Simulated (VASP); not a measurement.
# InAs (F-43m) in VASP: single point with PBE

Aim: the single point of InAs with PBE.

All numbers are computed with VASP 6.6.1; they aren't measurements. Logs are shortened: lines on timing, memory, paths and dates and some standing lists are left out, and cuts for length are marked.

## 1. The cell of the first run

Symmetry: F-43m, No. 216, cubic system. Conventional cell: a = 6.036 Å, b = 6.036 Å, c = 6.036 Å, α = 90.00°, β = 90.00°, γ = 90.00°. Within 3.4 Å of In (site symmetry -43m) lie 4 As at 2.61 Å. As (site symmetry -43m) has 4 In at 2.61 Å within 3.4 Å.

## 2. Single point, PBE

File INCAR:

```
SYSTEM = InAs
ALGO = Normal
EDIFF = 1E-6
ENCUT = 500
GGA = PE
GGA_COMPAT = .False.
ISIF = 2
ISMEAR = 0
LASPH = .True.
LCHARG = .True.
LELF = .True.
LREAL = .False.
LVHAR = .True.
LWAVE = .False.
NBANDS = 16
NELM = 120
PREC = Accurate
SIGMA = 0.01
```

File KPOINTS:

```
k-points
0
Gamma
  4 4 4
  0 0 0
```

File POSCAR:

```
InAs
1.0
    0.0000000000      3.0180000000      3.0180000000
    3.0180000000      0.0000000000      3.0180000000
    3.0180000000      3.0180000000      0.0000000000
In As
1 1
Direct
    0.0000000000      0.0000000000      0.0000000000
    0.2500000000      0.2500000000      0.2500000000
```

Potentials or basis: VASP PAW PBE potentials, release 64 (In_d, As).

Run with:

```console
$ cat potpaw_PBE.64/In_d/POTCAR potpaw_PBE.64/As/POTCAR > POTCAR
$ mpirun -np 1 vasp_std > vasp.out
```

OUTCAR:

```text
SYSTEM = InAs
   EDIFF = 1E-6
   ENCUT = 500
   GGA = PE
   ISIF = 2
   ISMEAR = 0
   LASPH = .True.
   LREAL = .False.
   NELM = 120
   PREC = Accurate

 ion  position               nearest neighbor table
   1  0.000  0.000  0.000-   2 2.61   2 2.61   2 2.61   2 2.61
   2  0.250  0.250  0.250-   1 2.61   1 2.61   1 2.61   1 2.61

  LATTYP: Found a face centered cubic cell.
 ALAT       =     6.0360000000

  Lattice vectors:

 A1 = (   0.0000000000,   3.0180000000,   3.0180000000)
 A2 = (   3.0180000000,   0.0000000000,   3.0180000000)
 A3 = (   3.0180000000,   3.0180000000,   0.0000000000)

Analysis of symmetry for initial positions (statically):
=====================================================================
 Subroutine PRICEL returns:
 Original cell was already a primitive cell.

 Routine SETGRP: Setting up the symmetry group for a
 face centered cubic supercell.

 Subroutine GETGRP returns: Found 24 space group operations
 (whereof 24 operations were pure point group operations)
 out of a pool of 48 trial point group operations.

The static configuration has the point symmetry T_d .

Analysis of symmetry for dynamics (positions and initial velocities):
=====================================================================
 Subroutine PRICEL returns:
 Original cell was already a primitive cell.

 Routine SETGRP: Setting up the symmetry group for a
 face centered cubic supercell.

 Subroutine GETGRP returns: Found 24 space group operations
 (whereof 24 operations were pure point group operations)
 out of a pool of 48 trial point group operations.

The dynamic configuration has the point symmetry T_d .

 Subroutine INISYM returns: Found 24 space group operations
 (whereof 24 operations are pure point group operations),
 and found     1 'primitive' translations

----------------------------------------------------------------------------------------

                                     Primitive cell

  volume of cell :      54.9778

  direct lattice vectors                    reciprocal lattice vectors
     0.000000000  3.018000000  3.018000000    -0.165672631  0.165672631  0.165672631
     3.018000000  0.000000000  3.018000000     0.165672631 -0.165672631  0.165672631
     3.018000000  3.018000000  0.000000000     0.165672631  0.165672631 -0.165672631

  length of vectors
     4.268096531  4.268096531  4.268096531     0.286953414  0.286953414  0.286953414

  position of ions in fractional coordinates (direct lattice)
     0.000000000  0.000000000  0.000000000
     0.250000000  0.250000000  0.250000000

  ion indices of the primitive-cell ions
   primitive index   ion index
                 1           1
                 2           2

----------------------------------------------------------------------------------------

 KPOINTS: k-points

Automatic generation of k-mesh.
 Grid dimensions read from file:
 generate k-points for:    4    4    4

 Generating k-lattice:

  Cartesian coordinates                     Fractional coordinates (reciprocal lattice)
    -0.041418158  0.041418158  0.041418158     0.250000000  0.000000000  0.000000000
     0.041418158 -0.041418158  0.041418158     0.000000000  0.250000000  0.000000000
     0.041418158  0.041418158 -0.041418158     0.000000000  0.000000000  0.250000000

  Length of vectors
     0.071738354  0.071738354  0.071738354

  Shift w.r.t. Gamma in fractional coordinates (k-lattice)
     0.000000000  0.000000000  0.000000000

 Subroutine IBZKPT returns following result:
 ===========================================

 Found      8 irreducible k-points:

 Following reciprocal coordinates:
            Coordinates               Weight
  0.000000  0.000000  0.000000      1.000000
  0.250000  0.000000  0.000000      8.000000
  0.500000  0.000000  0.000000      4.000000
  0.250000  0.250000  0.000000      6.000000
  0.500000  0.250000  0.000000     24.000000
 -0.250000  0.250000  0.000000     12.000000
  0.500000  0.500000  0.000000      3.000000
 -0.250000  0.500000  0.250000      6.000000
   k-points           NKPTS =      8   k-points in BZ     NKDIM =      8   number of bands    NBANDS=     16
   number of dos      NEDOS =    301   number of ions     NIONS =      2
   total plane-waves  NPLWV =  32768
   dimension x,y,z NGX =    32 NGY =   32 NGZ =   32
   dimension x,y,z NGXF=    64 NGYF=   64 NGZF=   64
   ions per type =               1   1
   NGX,Y,Z   is equivalent  to a cutoff of  12.46, 12.46, 12.46 a.u.
   NGXF,Y,Z  is equivalent  to a cutoff of  24.93, 24.93, 24.93 a.u.
 SYSTEM =  InAs
   PREC   = accura    normal or accurate (medium, high low for compatibility)
   ISTART =      0    job   : 0-new  1-cont  2-samecut
   ICHARG =      2    charge: 1-file 2-atom 10-const
   ISPIN  =      1    spin polarized calculation?
   LNONCOLLINEAR =      F non collinear calculations
   LSORBIT =      F    spin-orbit coupling
   LASPH  =      T    aspherical Exc in radial PAW
   ENCUT  =  500.0 eV  36.75 Ry    6.06 a.u.   7.78  7.78  7.78*2*pi/ulx,y,z
   NELM   =    120;   NELMIN=  2; NELMDL= -5     # of ELM steps
   EDIFF  = 0.1E-05   stopping-criterion for ELM
   LREAL  =      F    real-space projection
   EDIFFG = 0.1E-04   stopping-criterion for IOM
   NSW    =      0    number of steps for IOM
   IBRION =     -1    ionic relax: 0-MD 1-quasi-New 2-CG
   NFREE  =      0    steps in history (QN), initial steepest desc. (CG)
   ISIF   =      2    stress and relaxation
   ISYM   =      2    0-nonsym 1-usesym 2-fastsym
   POTIM  = 0.5000    time-step for ionic-motion
   TEBEG  =    0.0;   TEEND  =   0.0 temperature during run
   PSTRESS=    0.0 pullay stress
   NELECT =      18.0000    total number of electrons
   NUPDOWN=      -1.0000    fix difference up-down
   EMIN   =  10.00;   EMAX   =-10.00  energy-range for DOS
   EFERMI =   0.00;   METHOD = LEGACY
   ISMEAR =     0;   SIGMA  =   0.01  broadening in eV -4-tet -1-fermi 0-gaus
   EFERMI_NEDOS =   21; number of points for ismear=-14 and -15
   IALGO  =     38    algorithm
   IMIX   =      4    mixing-type and parameters
     AMIX     =   0.40;   BMIX     =  1.00
     AMIX_MAG =   1.60;   BMIX_MAG =  1.00
  volume/ion in A,a.u.               =      27.49       185.50
  Fermi-wavevector in a.u.,A,eV,Ry     =   1.128331  2.132236 17.321990  1.273130
  Thomas-Fermi vector in A             =   2.265020
   LORBIT       =      0    0 simple, 1 ext, 2 COOP (PROOUT), +10 PAW based schemes
   GGA     = PE    functional components
   LHFCALC =     F    Hartree Fock is set to
   AEXX    =    0.0000 exact exchange contribution
   IVDW    =     0    specifies the selected vdW correction
   LEPSILON=     F    determine dielectric tensor
   LRPA    =     F    only Hartree local field effects (RPA)
 non-spin polarized calculation
 Gauss-broadening in eV      SIGMA  =   0.01
  energy-cutoff  :      500.00
  volume of cell :       54.98
 maximum number of plane-waves:      1411
   NGX = 15   NGY = 15   NGZ = 15

 number of electron      17.9999991 magnetization

 Free energy of the ion-electron system (eV)
  ---------------------------------------------------
  ext. energy  EPLUGINS =         0.00000000
  ---------------------------------------------------
  free energy    TOTEN  =        -7.52527343 eV

  energy without entropy =       -7.52503240  energy(sigma->0) =       -7.52515291

 E-fermi :   4.6065     XC(G=0):  -9.0970

 val. band max:        4.6034761936   @ k =   0.0000   0.0000   0.0000
 cond. band min:       5.5551938874   @ k =   0.5000   0.0000   0.0000
 fundamental gap:      0.9517176938
 Fermi energy:         4.6065217540

 k-point     1 :       0.0000    0.0000    0.0000
  band No.  band energies     occupation
      1      -9.8365      2.00000
      2      -9.8365      2.00000
      3      -9.8365      2.00000
      4      -9.7101      2.00000
      5      -9.7101      2.00000
      6      -7.2931      2.00000
      7       4.4243      2.00000
      8       4.6035      1.33334
      9       4.6035      1.33334
     10       4.6035      1.33332
     11       8.4847      0.00000
     12       8.4847      0.00000
     13       8.4847      0.00000
     14      12.1225      0.00000
     15      14.2747      0.00000
     16      14.2747      0.00000

 k-point     2 :       0.2500    0.0000    0.0000
  band No.  band energies     occupation
      1      -9.9017      2.00000
      2      -9.8177      2.00000
      3      -9.8177      2.00000
      4      -9.7088      2.00000
      5      -9.7088      2.00000
      6      -6.6829      2.00000
      7       0.8848      2.00000
      8       4.0240      2.00000
      9       4.0240      2.00000
     10       5.8478      0.00000
     11       9.2044      0.00000
     12       9.2044      0.00000
     13       9.7734      0.00000
     14      12.9591      0.00000
     15      13.1499      0.00000
     16      13.1499      0.00000

 k-point     3 :       0.5000    0.0000    0.0000
  band No.  band energies     occupation
      1      -9.9598      2.00000
      2      -9.8045      2.00000
      3      -9.8045      2.00000
      4      -9.7017      2.00000
      5      -9.7017      2.00000
      6      -5.8022      2.00000
      7      -1.2068      2.00000
      8       3.6019      2.00000
      9       3.6019      2.00000
     10       5.5552      0.00000
     11       9.2574      0.00000
     12       9.2574      0.00000
     13      11.4488      0.00000
     14      13.6738      0.00000
     15      15.3558      0.00000
     16      15.3558      0.00000

 k-point     4 :       0.2500    0.2500    0.0000
  band No.  band energies     occupation
      1      -9.9377      2.00000
      2      -9.7959      2.00000
      3      -9.7959      2.00000
      4      -9.7280      2.00000
      5      -9.6985      2.00000
      6      -6.4815      2.00000
      7       0.8939      2.00000
      8       3.1577      2.00000
      9       3.1577      2.00000
     10       6.8436      0.00000
     11       7.3875      0.00000
     12      10.8606      0.00000
     13      10.8606      0.00000
     14      11.3241      0.00000
     15      14.9279      0.00000
     16      15.6553      0.00000

 k-point     5 :       0.5000    0.2500    0.0000
  band No.  band energies     occupation
      1      -9.9827      2.00000
      2      -9.7862      2.00000
      3      -9.7772      2.00000
      4      -9.7259      2.00000
      5      -9.6965      2.00000
      6      -5.5705      2.00000
      7      -0.8890      2.00000
      8       1.8364      2.00000
      9       2.8286      2.00000
     10       6.8654      0.00000
     11       8.8299      0.00000
     12      10.5055      0.00000
     13      11.1653      0.00000
     14      13.8032      0.00000
     15      15.6216      0.00000
     16      16.1426      0.00000

 k-point     6 :      -0.2500    0.2500    0.0000
  band No.  band energies     occupation
      1      -9.9566      2.00000
      2      -9.7981      2.00000
      3      -9.7942      2.00000
      4      -9.7121      2.00000
      5      -9.7076      2.00000
      6      -5.8907      2.00000
      7      -0.3975      2.00000
      8       1.7442      2.00000
      9       3.5462      2.00000
     10       7.1986      0.00000
     11       9.5970      0.00000
     12       9.9490      0.00000
     13      10.0588      0.00000
     14      12.6631      0.00000
     15      14.3785      0.00000
     16      16.2117      0.00000

 k-point     7 :       0.5000    0.5000    0.0000
  band No.  band energies     occupation
      1     -10.0191      2.00000
      2      -9.7536      2.00000
      3      -9.7536      2.00000
      4      -9.7493      2.00000
      5      -9.6869      2.00000
      6      -5.2506      2.00000
      7      -1.2790      2.00000
      8       2.2522      2.00000
      9       2.2522      2.00000
     10       6.1158      0.00000
     11       6.6497      0.00000
     12      13.8300      0.00000
     13      13.8977      0.00000
     14      13.8977      0.00000
     15      16.0783      0.00000
     16      16.8264      0.00000

 k-point     8 :      -0.2500    0.5000    0.2500
  band No.  band energies     occupation
      1      -9.9951      2.00000
      2      -9.7859      2.00000
      3      -9.7610      2.00000
      4      -9.7258      2.00000
      5      -9.7015      2.00000
      6      -5.1977      2.00000
      7      -1.1360      2.00000
      8       1.6182      2.00000
      9       1.6961      2.00000
     10       8.8277      0.00000
     11       8.8802      0.00000
     12       9.5933      0.00000
     13      10.6701      0.00000
     14      14.4674      0.00000
     15      16.2921      0.00000
     16      16.3777      0.00000

------------------------ aborting loop because EDIFF is reached ----------------------------------------

  FORCE on cell =-STRESS in cart. coord.  units (eV):
  Direction    XX          YY          ZZ          XY          YZ          ZX
  --------------------------------------------------------------------------------------
  -------------------------------------------------------------------------------------
  Total        1.6962336      1.6962336      1.6962336     -0.0000000      0.0000000     -0.0000000
  in kB       49.4320408     49.4320408     49.4320408     -0.0000000      0.0000000     -0.0000000
  external PRESSURE =      49.4320408 kB  Pullay stress =       0.0000000 kB

 VOLUME and BASIS-vectors are now :
 -----------------------------------------------------------------------------
  energy-cutoff  :      500.00
  volume of cell :       54.98
      direct lattice vectors                 reciprocal lattice vectors
     0.000000000  3.018000000  3.018000000    -0.165672631  0.165672631  0.165672631
     3.018000000  0.000000000  3.018000000     0.165672631 -0.165672631  0.165672631
     3.018000000  3.018000000  0.000000000     0.165672631  0.165672631 -0.165672631

 POSITION                                       TOTAL-FORCE (eV/Angst)
 -----------------------------------------------------------------------------------
      0.00000      0.00000      0.00000         0.000000      0.000000      0.000000
      1.50900      1.50900      1.50900        -0.000000     -0.000000     -0.000000
 -----------------------------------------------------------------------------------
    total drift:                               -0.000000     -0.000000     -0.000000

  FREE ENERGIE OF THE ION-ELECTRON SYSTEM (eV)
  ---------------------------------------------------
  free  energy   TOTEN  =        -7.5252734315 eV

  energy  without entropy=       -7.5250323966  energy(sigma->0) =       -7.52515291
```

Run time: 5.3 s. Hardware: 1 thread of Intel Xeon 6975P-C (Granite Rapids), shared host; peak memory 0.17 GiB.

Results:

```
Free energy            : -7.5253 eV
Pressure               : 4.9 GPa
Band gap on the k mesh : zero (filled and empty bands touch)
```

Caveat: the k points lie up to 0.45 Å⁻¹ apart; spin-orbit coupling is left out, which moves the levels of the heavy elements.
